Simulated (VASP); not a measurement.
# PbSe (Clausthalite) (Fm-3m) in VASP: a series of runs

Aim: see how the results for PbSe (Clausthalite) move with the level of theory and the settings. Levels: r2SCAN+rVV10, r2SCAN. Tasks: single point.

Program: VASP 6.6.1. These are calculated values, not measurements. Logs are shortened: lines on timing, memory, paths and dates and some standing lists are left out, and cuts for length are marked.

## Step 1: The cell of the first run

Symmetry: Fm-3m, No. 225, cubic system. The conventional cell has a = 6.137 Å, b = 6.137 Å, c = 6.137 Å, α = 90.00°, β = 90.00°, γ = 90.00°. Within 4.0 Å of Pb (site symmetry m-3m) lie 6 Se at 3.07 Å. Se (site symmetry m-3m) has 6 Pb at 3.07 Å within 4.0 Å.

## Step 2: Single point, r2SCAN+rVV10

Input file POSCAR:

```
PbSe
1.0
    0.0000000000      3.0682804567      3.0682804567
    3.0682804567      0.0000000000      3.0682804567
    3.0682804567      3.0682804567      0.0000000000
Pb Se
1 1
Direct
    0.0000000000      0.0000000000      0.0000000000
    0.5000000000      0.5000000000      0.5000000000
```

Input file INCAR.step1:

```
SYSTEM = PbSe
ALGO = Normal
EDIFF = 1E-4
ENCUT = 520
GGA = PE
ISMEAR = 0
LASPH = .True.
LCHARG = .False.
LREAL = .False.
LWAVE = .True.
NBANDS = 17
NELM = 100
PREC = Accurate
SIGMA = 0.01
```

Input file INCAR.step2:

```
SYSTEM = PbSe
ALGO = Normal
BPARAM = 11.95
CPARAM = 0.0093
EDIFF = 1E-6
ENCUT = 520
ISIF = 2
ISMEAR = 0
ISTART = 1
IVDW_NL = 2
LASPH = .True.
LCHARG = .True.
LELF = .True.
LMIXTAU = .True.
LREAL = .False.
LUSE_VDW = .True.
LVHAR = .True.
LWAVE = .False.
METAGGA = R2SCAN
NBANDS = 17
NELM = 100
PREC = Accurate
SIGMA = 0.01
```

Input file KPOINTS:

```
k-points
0
Gamma
  5 5 5
  0 0 0
```

Potentials or basis: VASP PAW PBE potentials, release 64 (Pb_d, Se).

The run is started by

```
$ cat potpaw_PBE.64/Pb_d/POTCAR potpaw_PBE.64/Se/POTCAR > POTCAR
$ cp INCAR.step1 INCAR
$ mpirun -np 1 vasp_std > vasp.out
$ cp INCAR.step2 INCAR
$ mpirun -np 1 vasp_std > vasp.out
```

OUTCAR:

```text
SYSTEM = PbSe
   BPARAM = 11.95
   EDIFF = 1E-6
   ENCUT = 520
   ISIF = 2
   ISMEAR = 0
   ISTART = 1
   IVDW_NL = 2
   LASPH = .True.
   LREAL = .False.
   METAGGA = R2SCAN
   NELM = 100
   PREC = Accurate

 ion  position               nearest neighbor table
   1  0.000  0.000  0.000-   2 3.07   2 3.07   2 3.07   2 3.07   2 3.07   2 3.07
   2  0.500  0.500  0.500-   1 3.07   1 3.07   1 3.07   1 3.07   1 3.07   1 3.07

  LATTYP: Found a face centered cubic cell.
 ALAT       =     6.1365609134

  Lattice vectors:

 A1 = (   0.0000000000,   3.0682804567,   3.0682804567)
 A2 = (   3.0682804567,   0.0000000000,   3.0682804567)
 A3 = (   3.0682804567,   3.0682804567,   0.0000000000)

Analysis of symmetry for initial positions (statically):
=====================================================================
 Subroutine PRICEL returns:
 Original cell was already a primitive cell.

 Routine SETGRP: Setting up the symmetry group for a
 face centered cubic supercell.

 Subroutine GETGRP returns: Found 48 space group operations
 (whereof 48 operations were pure point group operations)
 out of a pool of 48 trial point group operations.

The static configuration has the point symmetry O_h .

Analysis of symmetry for dynamics (positions and initial velocities):
=====================================================================
 Subroutine PRICEL returns:
 Original cell was already a primitive cell.

 Routine SETGRP: Setting up the symmetry group for a
 face centered cubic supercell.

 Subroutine GETGRP returns: Found 48 space group operations
 (whereof 48 operations were pure point group operations)
 out of a pool of 48 trial point group operations.

The dynamic configuration has the point symmetry O_h .

 Subroutine INISYM returns: Found 48 space group operations
 (whereof 48 operations are pure point group operations),
 and found     1 'primitive' translations

----------------------------------------------------------------------------------------

                                     Primitive cell

  volume of cell :      57.7717

  direct lattice vectors                    reciprocal lattice vectors
     0.000000000  3.068280457  3.068280457    -0.162957724  0.162957724  0.162957724
     3.068280457  0.000000000  3.068280457     0.162957724 -0.162957724  0.162957724
     3.068280457  3.068280457  0.000000000     0.162957724  0.162957724 -0.162957724

  length of vectors
[... 66 lines left out ...]
   NELM   =    100;   NELMIN=  2; NELMDL=  0     # of ELM steps
   EDIFF  = 0.1E-05   stopping-criterion for ELM
   LREAL  =      F    real-space projection
   EDIFFG = 0.1E-04   stopping-criterion for IOM
   NSW    =      0    number of steps for IOM
   IBRION =     -1    ionic relax: 0-MD 1-quasi-New 2-CG
   NFREE  =      0    steps in history (QN), initial steepest desc. (CG)
   ISIF   =      2    stress and relaxation
   ISYM   =      2    0-nonsym 1-usesym 2-fastsym
   POTIM  = 0.5000    time-step for ionic-motion
   TEBEG  =    0.0;   TEEND  =   0.0 temperature during run
   PSTRESS=    0.0 pullay stress
   NELECT =      20.0000    total number of electrons
   NUPDOWN=      -1.0000    fix difference up-down
   EMIN   =  10.00;   EMAX   =-10.00  energy-range for DOS
   EFERMI =   0.00;   METHOD = LEGACY
   ISMEAR =     0;   SIGMA  =   0.01  broadening in eV -4-tet -1-fermi 0-gaus
   EFERMI_NEDOS =   21; number of points for ismear=-14 and -15
   IALGO  =     38    algorithm
   IMIX   =      4    mixing-type and parameters
     AMIX     =   0.40;   BMIX     =  1.00
     AMIX_MAG =   1.60;   BMIX_MAG =  1.00
  volume/ion in A,a.u.               =      28.89       194.93
  Fermi-wavevector in a.u.,A,eV,Ry     =   1.149511  2.172261 17.978404  1.321375
  Thomas-Fermi vector in A             =   2.286180
   LORBIT       =      0    0 simple, 1 ext, 2 COOP (PROOUT), +10 PAW based schemes
   METAGGA = R2SCAN    functional components
   LHFCALC =     F    Hartree Fock is set to
   AEXX    =    0.0000 exact exchange contribution
   IVDW_NL    =     2    kernel type
   BPARAM     =11.9500
   IVDW    =     0    specifies the selected vdW correction
   LEPSILON=     F    determine dielectric tensor
   LRPA    =     F    only Hartree local field effects (RPA)
 non-spin polarized calculation
 Gauss-broadening in eV      SIGMA  =   0.01
  energy-cutoff  :      520.00
  volume of cell :       57.77
 maximum number of plane-waves:      1584
   NGX = 17   NGY = 17   NGZ = 17

 number of electron      19.9999997 magnetization

 Free energy of the ion-electron system (eV)
  ---------------------------------------------------
  ext. energy  EPLUGINS =         0.00000000
  ---------------------------------------------------
  free energy    TOTEN  =       -71.42176632 eV

  energy without entropy =      -71.42176632  energy(sigma->0) =      -71.42176632

 E-fermi :   4.5298     XC(G=0): -10.0855

 val. band max:        4.4739619215   @ k =   0.4000   0.0000   0.0000
 cond. band min:       5.8342171669   @ k =   0.4000   0.0000   0.0000
 fundamental gap:      1.3602552454
 Fermi energy:         4.5297981104

 k-point     1 :       0.0000    0.0000    0.0000
  band No.  band energies     occupation
      1     -12.6161      2.00000
      2     -12.6161      2.00000
      3     -12.6161      2.00000
      4     -12.6136      2.00000
      5     -12.6136      2.00000
      6      -9.2853      2.00000
[... 177 lines left out ...]
      4     -12.5931      2.00000
      5     -12.5772      2.00000
      6      -7.9031      2.00000
[... 9 lines left out ...]
     16      16.7040      0.00000
     17      16.7424      0.00000

------------------------ aborting loop because EDIFF is reached ----------------------------------------

  FORCE on cell =-STRESS in cart. coord.  units (eV):
  Direction    XX          YY          ZZ          XY          YZ          ZX
  --------------------------------------------------------------------------------------
  -------------------------------------------------------------------------------------
  Total        0.0710156      0.0710156      0.0710156      0.0000000      0.0000000     -0.0000000
  in kB        1.9694682      1.9694682      1.9694682      0.0000000      0.0000000     -0.0000000
  external PRESSURE =       1.9694682 kB  Pullay stress =       0.0000000 kB

 VOLUME and BASIS-vectors are now :
 -----------------------------------------------------------------------------
  energy-cutoff  :      520.00
  volume of cell :       57.77
      direct lattice vectors                 reciprocal lattice vectors
     0.000000000  3.068280457  3.068280457    -0.162957724  0.162957724  0.162957724
     3.068280457  0.000000000  3.068280457     0.162957724 -0.162957724  0.162957724
     3.068280457  3.068280457  0.000000000     0.162957724  0.162957724 -0.162957724

 POSITION                                       TOTAL-FORCE (eV/Angst)
 -----------------------------------------------------------------------------------
      0.00000      0.00000      0.00000         0.000000      0.000000      0.000000
      3.06828      3.06828      3.06828         0.000000     -0.000000      0.000000
 -----------------------------------------------------------------------------------
    total drift:                                0.000000     -0.000000     -0.000000

  FREE ENERGIE OF THE ION-ELECTRON SYSTEM (eV)
  ---------------------------------------------------
  free  energy   TOTEN  =       -71.4217663222 eV

  energy  without entropy=      -71.4217663222  energy(sigma->0) =      -71.42176632
```

OUTCAR.step1:

```text
SYSTEM = PbSe
   EDIFF = 1E-4
   ENCUT = 520
   GGA = PE
   ISMEAR = 0
   LASPH = .True.
   LREAL = .False.
[... 403 lines left out ...]
      0.00000      0.00000      0.00000         0.000000      0.000000      0.000000
      3.06828      3.06828      3.06828        -0.000000     -0.000000     -0.000000
 -----------------------------------------------------------------------------------
    total drift:                                0.000000     -0.000000     -0.000000

  FREE ENERGIE OF THE ION-ELECTRON SYSTEM (eV)
  ---------------------------------------------------
  free  energy   TOTEN  =        -8.1955167959 eV

  energy  without entropy=       -8.1955167959  energy(sigma->0) =       -8.19551680
```

OSZICAR.step1:

```text
N       E                     dE             d eps       ncg     rms          rms(c)
DAV:   1     0.160869274643E+03    0.16087E+03   -0.93342E+03   340   0.119E+03
DAV:   2     0.291174059050E+01   -0.15796E+03   -0.15271E+03   366   0.319E+02
DAV:   3    -0.821648421756E+01   -0.11128E+02   -0.11065E+02   446   0.885E+01
DAV:   4    -0.847677286268E+01   -0.26029E+00   -0.26013E+00   398   0.152E+01
DAV:   5    -0.848644645297E+01   -0.96736E-02   -0.96734E-02   486   0.288E+00    0.278E+00
DAV:   6    -0.819699166723E+01    0.28945E+00   -0.71154E-01   489   0.575E+00    0.158E+00
DAV:   7    -0.819263665350E+01    0.43550E-02   -0.12612E-01   399   0.169E+00    0.869E-01
DAV:   8    -0.819599156413E+01   -0.33549E-02   -0.13991E-02   400   0.124E+00    0.173E-01
DAV:   9    -0.819545057679E+01    0.54099E-03   -0.32135E-03   502   0.530E-01    0.506E-02
DAV:  10    -0.819551679591E+01   -0.66219E-04   -0.23573E-04   404   0.863E-02
   1 F= -.81955168E+01 E0= -.81955168E+01  d E =-.869985E-39
```

Wall time 37 s (1 thread of Intel Xeon 6975P-C (Granite Rapids), shared host); peak memory 0.31 GiB.

Results:

* Free energy: -71.4218 eV
* Pressure: 0.2 GPa

Caveat: this odd mesh misses L, where the gap lies, so gap, dielectric constants and Born charges aren't listed; the PAW data sets were made with another functional, which shifts forces and pressure a little; spin-orbit coupling is left out, which moves the levels of the heavy elements.

## Step 3: Single point, r2SCAN

This run uses another cell than the first one, of 29.44 Å³/atom, 1.019 times its volume.

Input file POSCAR:

```
PbSe
1.0
    0.0000000000      3.0877307334      3.0877307334
    3.0877307334      0.0000000000      3.0877307334
    3.0877307334      3.0877307334      0.0000000000
Pb Se
1 1
Direct
    0.0000000000      0.0000000000      0.0000000000
    0.5000000000      0.5000000000      0.5000000000
```

Input file INCAR.step1:

```
  ALGO = Normal
  EDIFF = 1E-4
  ENCUT = 520
  GGA = PE
  ISMEAR = 0
  LASPH = T
  LCHARG = F
  LREAL = F
  LWAVE = T
  NBANDS = 17
  NELM = 60
  PREC = Accurate
  SIGMA = 0.01
```

Input file INCAR.step2:

```
  ALGO = Normal
  EDIFF = 1E-7
  ENCUT = 520
  ISIF = 2
  ISMEAR = 0
  ISTART = 1
  LASPH = T
  LCHARG = T
  LELF = T
  LMIXTAU = T
  LREAL = F
  LVHAR = T
  LWAVE = F
  METAGGA = R2SCAN
  NBANDS = 17
  NELM = 60
  PREC = Accurate
  SIGMA = 0.01
```

Input file KPOINTS:

```
k-points
0
Gamma
  5 5 5
```

Potentials or basis: VASP PAW PBE potentials, release 64 (Pb_d, Se).

The run is started by

```
$ cat potpaw_PBE.64/Pb_d/POTCAR potpaw_PBE.64/Se/POTCAR > POTCAR
$ cp INCAR.step1 INCAR
$ mpirun -np 1 vasp_std > vasp.out
$ cp INCAR.step2 INCAR
$ mpirun -np 1 vasp_std > vasp.out
```

It took 20 s on 1 thread of Intel Xeon 6975P-C (Granite Rapids), shared host; peak memory 0.18 GiB.

The run converged. Its results:

- Free energy: -71.9464 eV
- Pressure: 0.0 GPa

Levels at points of the mesh, in eV from the Fermi level:
```
           k point  band 8  band 9  band 10  band 11  band 12  band 13
(0.00, 0.00, 0.00)   -1.69   -1.69    -1.69     5.20     5.20     5.20
```

Caveat: this odd mesh misses L, where the gap lies, so gap, dielectric constants and Born charges aren't listed; the PAW data sets were made with another functional, which shifts forces and pressure a little; spin-orbit coupling is left out, which moves the levels of the heavy elements.
